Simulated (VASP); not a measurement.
A run of VASP 6.6.1 is set up as follows.

File INCAR:

```
  PREC = Accurate
  ENCUT = 520
  EDIFF = 1E-7
  ISMEAR = -1
  SIGMA = 0.05
  LREAL = False
  LASPH = True
  NELM = 60
  ALGO = Normal
  ISIF = 2
  LWAVE = False
  LCHARG = False
  GGA = PE
  NBANDS = 16
```

KPOINTS

```
Automatic mesh
0
Gamma
  6 6 6
```

The input POSCAR:

```
HgTe
1.0
    0.0000000000      3.0859200000      3.2145000000
    3.0859200000      0.0000000000      3.2145000000
    3.0859200000      3.0859200000      0.0000000000
Hg Te
1 1
Direct
    0.0000000000      0.0000000000      0.0000000000
    0.7500000000      0.7500000000      0.7500000000
```

Potentials or basis: VASP PAW PBE potentials, release 64 (Hg, Te).

The run is started by

```bash
$ cat potpaw_PBE.64/Hg/POTCAR potpaw_PBE.64/Te/POTCAR > POTCAR
$ mpirun -np 1 vasp_std > vasp.out
```

Q: Estimate the band gap on the k mesh.

A: Zero (filled and empty bands touch).

Q: Estimate the pressure.

A: 10.3 GPa.

Stress tensor (GPa, compression positive):
```
10.35  0.00  0.00
 0.00 10.35  0.00
 0.00  0.00 10.05
```

Caveat: spin-orbit coupling is left out, which moves the levels of the heavy elements.
